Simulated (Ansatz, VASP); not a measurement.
## GaN in VASP and in Ansatz

The input POSCAR:

```
GaN
1.0
    0.0000000000      2.2535010000      2.2535010000
    2.2535010000      0.0000000000      2.2535010000
    2.2535010000      2.2535010000      0.0000000000
Ga N
1 1
Direct
    0.0000000000      0.0000000000      0.0000000000
    0.7500000000      0.7500000000      0.7500000000
```

Contents of INCAR.step1:

```
SYSTEM = GaN
PREC = Accurate
ENCUT = 1460
ISMEAR = 0
SIGMA = 0.01
LREAL = .FALSE.
LASPH = .TRUE.
NELM = 120
NBANDS = 16
GGA = PE
ALGO = Normal
EDIFF = 1E-5
LWAVE = .TRUE.
LCHARG = .FALSE.
GGA_COMPAT = .FALSE.
```

INCAR.step2

```
SYSTEM = GaN
PREC = Accurate
ENCUT = 1460
EDIFF = 1E-6
ISMEAR = 0
SIGMA = 0.01
LREAL = .FALSE.
LASPH = .TRUE.
NELM = 120
ALGO = Normal
ISIF = 2
LWAVE = .FALSE.
LCHARG = .FALSE.
METAGGA = R2SCAN
LMIXTAU = .TRUE.
NBANDS = 16
ISTART = 1
GGA_COMPAT = .FALSE.
```

File KPOINTS:

```
regular mesh
0
G
  8 8 8
  0 0 0
```

Input for Ansatz:

```yaml
crystal:
  lattice:
    - [0.0, 2.253501, 2.253501]
    - [2.253501, 0.0, 2.253501]
    - [2.253501, 2.253501, 0.0]
  atoms:
    - { symbol: Ga, position: [0.0, 0.0, 0.0] }
    - { symbol: "N", position: [0.75, 0.75, 0.75] }
basis:
  ecutwfc: 600.0
kpoints:
  mp_grid:
    grid: [8, 8, 8]
hamiltonian:
  xc: r2scan
  pseudopotentials:
    kind: paw
scf:
  occupations:
    method: fixed
output:
  stress: true
```

Alike in both runs: task single point; functional r2SCAN; k mesh 8 × 8 × 8; no spin polarisation.

```csv
,VASP,Ansatz
version,VASP 6.6.1,Ansatz 0.2.0
potentials or method,"VASP PAW PBE potentials, release 64 (Ga_d, N_h), cutoff 1460 eV","plane waves, PAW"
occupations,"gaussian, width 0.01 eV",fixed
valence electrons in the cell,18,18
```

VASP gave:

```
pressure (GPa) : -0.1
```

Which values does Ansatz return?

Pressure (GPa): -1.2.

VASP's potentials were made for PBE, not for r2SCAN.
